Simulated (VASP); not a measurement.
# TiC (Fm-3m) in VASP: further runs, part 2 of 2

VASP 6.6.1. The steps go on from the part before.

### Step 5. Single point, PBEsol

This run uses another cell than the first one, of 10.57 Å³/atom, 1.077 times its volume.

INCAR reads:

```
SYSTEM = TiC
PREC = Accurate
ENCUT = 520
EDIFF = 1E-6
ISMEAR = 1
SIGMA = 0.1
LREAL = .FALSE.
LASPH = .TRUE.
NELM = 80
ALGO = Normal
ISIF = 2
LWAVE = .FALSE.
LCHARG = .TRUE.
GGA = PS
LELF = .TRUE.
LVHAR = .TRUE.
NBANDS = 15
```

KPOINTS reads:

```
Automatic mesh
0
G
  11 11 11
  0 0 0
```

POSCAR reads:

```
TiC
1.0
    0.0000000000      2.1947046533      2.1947046533
    2.1947046533      0.0000000000      2.1947046533
    2.1947046533      2.1947046533      0.0000000000
Ti C
1 1
Direct
    0.0000000000      0.0000000000      0.0000000000
    0.5000000000      0.5000000000      0.5000000000
```

Potentials or basis: VASP PAW PBE potentials, release 64 (Ti_sv, C).

On the command line:

```
> cat potpaw_PBE.64/Ti_sv/POTCAR potpaw_PBE.64/C/POTCAR > POTCAR
> mpirun -np 1 vasp_std > vasp.out
```

OUTCAR:

```text
SYSTEM = TiC
   PREC = Accurate
   ENCUT = 520
   EDIFF = 1E-6
   ISMEAR = 1
   LREAL = .FALSE.
   LASPH = .TRUE.
   NELM = 80
   ISIF = 2
   GGA = PS

 ion  position               nearest neighbor table
   1  0.000  0.000  0.000-   2 2.19   2 2.19   2 2.19   2 2.19   2 2.19   2 2.19
   2  0.500  0.500  0.500-   1 2.19   1 2.19   1 2.19   1 2.19   1 2.19   1 2.19

  LATTYP: Found a face centered cubic cell.
 ALAT       =     4.3894093066

  Lattice vectors:

 A1 = (   0.0000000000,   2.1947046533,   2.1947046533)
 A2 = (   2.1947046533,   0.0000000000,   2.1947046533)
 A3 = (   2.1947046533,   2.1947046533,   0.0000000000)

Analysis of symmetry for initial positions (statically):
=====================================================================
 Subroutine PRICEL returns:
 Original cell was already a primitive cell.

 Routine SETGRP: Setting up the symmetry group for a
 face centered cubic supercell.

 Subroutine GETGRP returns: Found 48 space group operations
 (whereof 48 operations were pure point group operations)
 out of a pool of 48 trial point group operations.

The static configuration has the point symmetry O_h .

Analysis of symmetry for dynamics (positions and initial velocities):
=====================================================================
 Subroutine PRICEL returns:
 Original cell was already a primitive cell.

 Routine SETGRP: Setting up the symmetry group for a
 face centered cubic supercell.

 Subroutine GETGRP returns: Found 48 space group operations
 (whereof 48 operations were pure point group operations)
 out of a pool of 48 trial point group operations.

The dynamic configuration has the point symmetry O_h .

 Subroutine INISYM returns: Found 48 space group operations
 (whereof 48 operations are pure point group operations),
 and found     1 'primitive' translations

----------------------------------------------------------------------------------------

                                     Primitive cell

  volume of cell :      21.1426

  direct lattice vectors                    reciprocal lattice vectors
     0.000000000  2.194704653  2.194704653    -0.227821087  0.227821087  0.227821087
     2.194704653  0.000000000  2.194704653     0.227821087 -0.227821087  0.227821087
     2.194704653  2.194704653  0.000000000     0.227821087  0.227821087 -0.227821087

  length of vectors
     3.103781086  3.103781086  3.103781086     0.394597698  0.394597698  0.394597698

  position of ions in fractional coordinates (direct lattice)
     0.000000000  0.000000000  0.000000000
     0.500000000  0.500000000  0.500000000

  ion indices of the primitive-cell ions
   primitive index   ion index
                 1           1
                 2           2

----------------------------------------------------------------------------------------

 KPOINTS: Automatic mesh

Automatic generation of k-mesh.
 Grid dimensions read from file:
 generate k-points for:   11   11   11

 Generating k-lattice:

  Cartesian coordinates                     Fractional coordinates (reciprocal lattice)
    -0.020711008  0.020711008  0.020711008     0.090909091  0.000000000  0.000000000
     0.020711008 -0.020711008  0.020711008     0.000000000  0.090909091  0.000000000
     0.020711008  0.020711008 -0.020711008     0.000000000  0.000000000  0.090909091

  Length of vectors
     0.035872518  0.035872518  0.035872518

  Shift w.r.t. Gamma in fractional coordinates (k-lattice)
     0.000000000  0.000000000  0.000000000

 Subroutine IBZKPT returns following result:
 ===========================================

 Found     56 irreducible k-points:

 Following reciprocal coordinates:
            Coordinates               Weight
  0.000000  0.000000  0.000000      1.000000
  0.090909  0.000000  0.000000      8.000000
  0.181818  0.000000  0.000000      8.000000
  0.272727  0.000000  0.000000      8.000000
  0.363636  0.000000  0.000000      8.000000
  0.454545  0.000000  0.000000      8.000000
[... 16 lines left out ...]
 -0.272727  0.181818  0.000000     24.000000
 -0.181818  0.181818  0.000000     12.000000
 [... further k-points ...]
   k-points           NKPTS =     56   k-points in BZ     NKDIM =     56   number of bands    NBANDS=     15
   number of dos      NEDOS =    301   number of ions     NIONS =      2
   total plane-waves  NPLWV =  13824
   dimension x,y,z NGX =    24 NGY =   24 NGZ =   24
   dimension x,y,z NGXF=    48 NGYF=   48 NGZF=   48
   ions per type =               1   1
   NGX,Y,Z   is equivalent  to a cutoff of  12.85, 12.85, 12.85 a.u.
   NGXF,Y,Z  is equivalent  to a cutoff of  25.71, 25.71, 25.71 a.u.
 SYSTEM =  TiC
   PREC   = accura    normal or accurate (medium, high low for compatibility)
   ISTART =      0    job   : 0-new  1-cont  2-samecut
   ICHARG =      2    charge: 1-file 2-atom 10-const
   ISPIN  =      1    spin polarized calculation?
   LNONCOLLINEAR =      F non collinear calculations
   LSORBIT =      F    spin-orbit coupling
   LASPH  =      T    aspherical Exc in radial PAW
   ENCUT  =  520.0 eV  38.22 Ry    6.18 a.u.   5.77  5.77  5.77*2*pi/ulx,y,z
   NELM   =     80;   NELMIN=  2; NELMDL= -5     # of ELM steps
   EDIFF  = 0.1E-05   stopping-criterion for ELM
   LREAL  =      F    real-space projection
   EDIFFG = 0.1E-04   stopping-criterion for IOM
   NSW    =      0    number of steps for IOM
   IBRION =     -1    ionic relax: 0-MD 1-quasi-New 2-CG
   NFREE  =      0    steps in history (QN), initial steepest desc. (CG)
   ISIF   =      2    stress and relaxation
   ISYM   =      2    0-nonsym 1-usesym 2-fastsym
   POTIM  = 0.5000    time-step for ionic-motion
   TEBEG  =    0.0;   TEEND  =   0.0 temperature during run
   PSTRESS=    0.0 pullay stress
   NELECT =      16.0000    total number of electrons
   NUPDOWN=      -1.0000    fix difference up-down
   EMIN   =  10.00;   EMAX   =-10.00  energy-range for DOS
   EFERMI =   0.00;   METHOD = LEGACY
   ISMEAR =     1;   SIGMA  =   0.10  broadening in eV -4-tet -1-fermi 0-gaus
   EFERMI_NEDOS =   21; number of points for ismear=-14 and -15
   IALGO  =     38    algorithm
   IMIX   =      4    mixing-type and parameters
     AMIX     =   0.40;   BMIX     =  1.00
     AMIX_MAG =   1.60;   BMIX_MAG =  1.00
  volume/ion in A,a.u.               =      10.57        71.34
  Fermi-wavevector in a.u.,A,eV,Ry     =   1.491862  2.819211 30.281850  2.225653
  Thomas-Fermi vector in A             =   2.604463
   LORBIT       =      0    0 simple, 1 ext, 2 COOP (PROOUT), +10 PAW based schemes
   GGA     = PS    functional components
   LHFCALC =     F    Hartree Fock is set to
   AEXX    =    0.0000 exact exchange contribution
   IVDW    =     0    specifies the selected vdW correction
   LEPSILON=     F    determine dielectric tensor
   LRPA    =     F    only Hartree local field effects (RPA)
 non-spin polarized calculation
 Methfessel and Paxton  Order N= 1 SIGMA  =   0.10
  energy-cutoff  :      520.00
  volume of cell :       21.14
 maximum number of plane-waves:       578
   NGX = 11   NGY = 11   NGZ = 11

 number of electron      15.9999996 magnetization

 Free energy of the ion-electron system (eV)
  ---------------------------------------------------
  ext. energy  EPLUGINS =         0.00000000
  ---------------------------------------------------
  free energy    TOTEN  =       -19.73519725 eV

  energy without entropy =      -19.73504313  energy(sigma->0) =      -19.73514587

 E-fermi :   8.9418     XC(G=0): -12.6548

 val. band max:        8.7520521545   @ k =   0.4545   0.4545   0.0000
 cond. band min:       8.9814934107   @ k =   0.3636   0.2727   0.0000
 fundamental gap:      0.2294412562
 Fermi energy:         8.9418408375

 k-point     1 :       0.0000    0.0000    0.0000
  band No.  band energies     occupation
      1     -47.6076      2.00000
      2     -23.7529      2.00000
      3     -23.7529      2.00000
      4     -23.7529      2.00000
      5      -3.3405      2.00000
      6       9.4875     -0.00000
      7       9.4875     -0.00000
      8       9.4875     -0.00000
      9      10.4805     -0.00000
     10      10.4805     -0.00000
     11      10.4936     -0.00000
     12      10.4936     -0.00000
     13      10.4936     -0.00000
     14      18.7373      0.00000
     15      22.6070      0.00000
[... 397 lines left out ...]
 k-point    24 :      -0.1818    0.1818    0.0000
  band No.  band energies     occupation
      1     -47.5662      2.00000
      2     -23.9919      2.00000
      3     -23.8475      2.00000
      4     -23.7711      2.00000
      5      -1.6855      2.00000
      6       5.6879      2.00000
      7       6.7760      2.00000
      8       6.9615      2.00000
      9      10.3008     -0.00000
     10      11.3573      0.00000
     11      12.2746      0.00000
     12      12.9835      0.00000
     13      15.8161      0.00000
     14      20.1473      0.00000
     15      21.9498      0.00000

 [... further k-points ...]
[... 5 lines left out ...]
  --------------------------------------------------------------------------------------
  -------------------------------------------------------------------------------------
  Total       -2.0235556     -2.0235556     -2.0235556      0.0000000     -0.0000000      0.0000000
  in kB     -153.3442437   -153.3442437   -153.3442437      0.0000000     -0.0000000      0.0000000
  external PRESSURE =    -153.3442437 kB  Pullay stress =       0.0000000 kB

 VOLUME and BASIS-vectors are now :
 -----------------------------------------------------------------------------
  energy-cutoff  :      520.00
  volume of cell :       21.14
      direct lattice vectors                 reciprocal lattice vectors
     0.000000000  2.194704653  2.194704653    -0.227821087  0.227821087  0.227821087
     2.194704653  0.000000000  2.194704653     0.227821087 -0.227821087  0.227821087
     2.194704653  2.194704653  0.000000000     0.227821087  0.227821087 -0.227821087

 POSITION                                       TOTAL-FORCE (eV/Angst)
 -----------------------------------------------------------------------------------
      0.00000      0.00000      0.00000        -0.000000     -0.000000     -0.000000
      2.19470      2.19470      2.19470         0.000000      0.000000      0.000000
 -----------------------------------------------------------------------------------
    total drift:                                0.000000     -0.000000     -0.000000

  FREE ENERGIE OF THE ION-ELECTRON SYSTEM (eV)
  ---------------------------------------------------
  free  energy   TOTEN  =       -19.7351972481 eV

  energy  without entropy=      -19.7350431256  energy(sigma->0) =      -19.73514587
```

OSZICAR:

```text
N       E                     dE             d eps       ncg     rms          rms(c)
DAV:   1     0.117190899342E+03    0.11719E+03   -0.79186E+03  1680   0.125E+03
DAV:   2    -0.177131411890E+02   -0.13490E+03   -0.12666E+03  1813   0.332E+02
DAV:   3    -0.249973287554E+02   -0.72842E+01   -0.71364E+01  2163   0.761E+01
DAV:   4    -0.252591588928E+02   -0.26183E+00   -0.26136E+00  2123   0.132E+01
DAV:   5    -0.252662794324E+02   -0.71205E-02   -0.71197E-02  2108   0.200E+00    0.176E+01
DAV:   6    -0.204323902589E+02    0.48339E+01   -0.11577E+01  2363   0.556E+01    0.700E+00
DAV:   7    -0.197969991640E+02    0.63539E+00   -0.21673E+00  1996   0.207E+01    0.468E+00
DAV:   8    -0.197745718657E+02    0.22427E-01   -0.10608E-01  1848   0.302E+00    0.369E+00
DAV:   9    -0.197400251098E+02    0.34547E-01   -0.13104E-01  2211   0.534E+00    0.797E-01
DAV:  10    -0.197393773253E+02    0.64778E-03   -0.15454E-02  2143   0.128E+00    0.740E-01
DAV:  11    -0.197359872080E+02    0.33901E-02   -0.34287E-03  1911   0.914E-01    0.377E-01
DAV:  12    -0.197352424339E+02    0.74477E-03   -0.14168E-03  2056   0.615E-01    0.750E-02
DAV:  13    -0.197351969756E+02    0.45458E-04   -0.12601E-04  1992   0.163E-01    0.264E-02
DAV:  14    -0.197351980181E+02   -0.10425E-05   -0.17197E-05  2093   0.311E-02    0.658E-03
DAV:  15    -0.197351972481E+02    0.77005E-06   -0.10231E-06  1457   0.151E-02
   1 F= -.19735197E+02 E0= -.19735146E+02  d E =-.154122E-03
```

stdout:

```text
POSCAR found type information on POSCAR TiC
 POSCAR found :  2 types and       2 ions
 scaLAPACK will be used
 -----------------------------------------------------------------------------
|                                                                             |
|                                                                             |
|     You enforced a specific xc type in the INCAR file but a different       |
|     I HOPE YOU KNOW WHAT YOU ARE DOING!                                     |
|                                                                             |
 -----------------------------------------------------------------------------

 LDA part: xc-table for (Slater+PW92), standard interpolation
 POSCAR, INCAR and KPOINTS ok, starting setup
 FFT: planning ... GRIDC
 FFT: planning ... GRID_SOFT
 FFT: planning ... GRID
 WAVECAR not read
 entering main loop
```

Run time: 18 s. Hardware: 1 thread of Intel Xeon 8259CL, shared host; peak memory 0.15 GiB.

What came out:

| Quantity | Value |
| --- | --- |
| Free energy | -19.7352 eV |
| Pressure | -15.3 GPa |
| Band gap on the k mesh | zero (band 8 reaches 9.49 eV, above the bottom of band 9 at 8.44 eV) |

Caveat: the PAW data sets were made with another functional, which shifts forces and pressure a little.

### Step 6. Single point, PBEsol

This run uses another cell than the first one, of 10.82 Å³/atom, 1.103 times its volume.

INCAR reads:

```
SYSTEM = TiC
PREC = Accurate ; ENCUT = 520
EDIFF = 1E-6 ; ISMEAR = 1
SIGMA = 0.1 ; LREAL = .False.
LASPH = .True. ; NELM = 60
ALGO = Normal ; ISIF = 2
LWAVE = .False. ; LCHARG = .True.
GGA = PS ; LELF = .True.
LVHAR = .True. ; NBANDS = 15
```

KPOINTS reads:

```
Automatic mesh
0
Gamma
  11 11 11
  0 0 0
```

POSCAR reads:

```
TiC
1.0
    0.0000000000      2.2119865038      2.2119865038
    2.2119865038      0.0000000000      2.2119865038
    2.2119865038      2.2119865038      0.0000000000
Ti C
1 1
Direct
    0.0000000000      0.0000000000      0.0000000000
    0.5000000000      0.5000000000      0.5000000000
```

Potentials or basis: VASP PAW PBE potentials, release 64 (Ti_sv, C).

On the command line:

```
> cat potpaw_PBE.64/Ti_sv/POTCAR potpaw_PBE.64/C/POTCAR > POTCAR
> mpirun -np 1 vasp_std > vasp.out
```

Run time: 24 s. Hardware: 1 thread of Intel Xeon 8259CL, shared host; peak memory 0.15 GiB.

The run converged. Its results:

```
Free energy            : -19.6803 eV
Pressure               : -19.8 GPa
Band gap on the k mesh : zero (band 8 reaches 9.21 eV, above the bottom of band 9 at 8.17 eV)
```

Levels at points of the mesh, in eV from the Fermi level:
```csv
k point,band 4,band 5,band 6,band 7,band 8,band 9,band 10,band 11,band 12,band 13
"(0.00, 0.00, 0.00)",-32.77,-12.17,0.54,0.54,0.54,1.49,1.49,1.53,1.53,1.53
```

Caveat: the PAW data sets were made with another functional, which shifts forces and pressure a little.

### Step 7. Single point, PBEsol

This run uses another cell than the first one, of 11.07 Å³/atom, 1.128 times its volume.

INCAR reads:

```
ALGO = Normal ; EDIFF = 1E-7
ENCUT = 520 ; GGA = PS
ISIF = 2 ; ISMEAR = 1
LASPH = True ; LCHARG = True
LELF = True ; LREAL = False
LVHAR = True ; LWAVE = False
NBANDS = 15 ; NELM = 80
PREC = Accurate ; SIGMA = 0.1
```

KPOINTS reads:

```
k-points
0
Gamma
  11 11 11
```

POSCAR reads:

```
TiC
1.0
    0.0000000000      2.2290024533      2.2290024533
    2.2290024533      0.0000000000      2.2290024533
    2.2290024533      2.2290024533      0.0000000000
Ti C
1 1
Direct
    0.0000000000      0.0000000000      0.0000000000
    0.5000000000      0.5000000000      0.5000000000
```

On the command line:

```
> cat potpaw_PBE.64/Ti_sv/POTCAR potpaw_PBE.64/C/POTCAR > POTCAR
> mpirun -np 1 vasp_std > vasp.out
```

Wall time 36 s (1 thread of Intel Xeon 8259CL, shared host); peak memory 0.15 GiB.

Results (log left out):

```yaml
Free_energy: -19.6120 eV
Pressure: -23.8 GPa
Band_gap_on_the_k_mesh: zero (band 8 reaches 8.95 eV, above the bottom of band 9 at 7.92 eV)
```

Levels at points of the mesh, in eV from the Fermi level:
| k point | band 4 | band 5 | band 6 | band 7 | band 8 | band 9 | band 10 | band 11 | band 12 | band 13 |
| --- | --- | --- | --- | --- | --- | --- | --- | --- | --- | --- |
| (0.00, 0.00, 0.00) | -32.84 | -12.06 | 0.53 | 0.53 | 0.53 | 1.45 | 1.45 | 1.50 | 1.50 | 1.50 |

Caveat: the PAW data sets were made with another functional, which shifts forces and pressure a little.

### Step 8. Overview

```csv
cell,gap on the mesh (eV),pressure (GPa)
"a = 3.028 Å, angles 60.0°, 2 atoms",none,2.4
"a = 3.054 Å, angles 60.0°, 2 atoms",none,-4.3
"a = 3.079 Å, angles 60.0°, 2 atoms",none,-10.1
"a = 3.104 Å, angles 60.0°, 2 atoms",none,-15.3
"a = 3.128 Å, angles 60.0°, 2 atoms",none,-19.8
"a = 3.152 Å, angles 60.0°, 2 atoms",none,-23.8
```

Alike in all rows: task single point; level PBEsol; potentials or basis VASP PAW PBE potentials, release 64 (Ti_sv, C); no spin polarisation; k mesh 11 × 11 × 11; cutoff (eV) 520; smearing methfessel-paxton 0.1 eV.

Caveats: the PAW data sets were made with another functional, which shifts forces and pressure a little.

Total energies depend on the potentials used, so only differences within one code and one set of settings carry meaning.
